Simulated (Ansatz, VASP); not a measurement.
## Two plane-wave programs on N

File INCAR:

```
PREC = Accurate
ENCUT = 520
EDIFF = 1E-7
ISMEAR = 0
SIGMA = 0.15
LREAL = False
LASPH = True
NELM = 100
ALGO = Normal
ISIF = 2
LWAVE = False
LCHARG = False
GGA = PS
NBANDS = 18
```

Contents of KPOINTS:

```
regular mesh
0
Gamma
  12 12 2
```

File POSCAR:

```
N
1.0
   -1.8834387582      0.0000000000      0.0000000000
   -0.9417193791     -1.6311058110      0.0000000000
    0.0000000000      0.0000000000     13.3178253046
N
4
Direct
    0.3333333333      0.3333333333      0.1250000000
    0.3333333333      0.3333333333      0.6250000000
    0.6666666667      0.6666666667      0.3750000000
    0.6666666667      0.6666666667      0.8750000000
```

Input for Ansatz:

```yaml
crystal:
  lattice:
    - [-1.8834387582, 0.0, 0.0]
    - [-0.9417193791, -1.631105811, 0.0]
    - [0.0, 0.0, 13.3178253046]
  atoms:
    - { symbol: "N", position: [0.3333333333, 0.3333333333, 0.125] }
    - { symbol: "N", position: [0.3333333333, 0.3333333333, 0.625] }
    - { symbol: "N", position: [0.6666666667, 0.6666666667, 0.375] }
    - { symbol: "N", position: [0.6666666667, 0.6666666667, 0.875] }
basis:
  ecutwfc: 520.0
kpoints:
  mp_grid: { grid: [12, 12, 2] }
hamiltonian:
  xc: pbesol
scf:
  occupations: { method: gaussian, width: 0.15 }
output:
  forces: true
  stress: true
  eigenvalues: true
```

Alike in both runs: task single point; functional PBEsol; k mesh 12 × 12 × 2; occupations gaussian, width 0.15 eV; no spin polarisation.

|  | VASP | Ansatz |
| --- | --- | --- |
| version | VASP 6.6.1 | Ansatz 0.2.0 |
| potentials or method | VASP PAW PBE potentials, release 64 (N), cutoff 520 eV | scalar-relativistic, plane waves, PAW |
| valence electrons in the cell | 20 | 20 |

Ansatz gave:

* gap on the k mesh at the Fermi level (eV): none
* pressure (GPa): 0.9
* traceless stress, the component that is largest in VASP (GPa): -0.80

**Question.** Which values does VASP return?

**Answer.** gap on the k mesh at the Fermi level (eV): none; pressure (GPa): 1.0; traceless stress, the component that is largest in VASP (GPa): -1.12.

VASP's potentials were made for PBE, not for PBEsol. A gap of «none» marks a metal or a gap that the smearing closes. With one functional, cell and mesh, what is left measures potentials, basis and numerics.
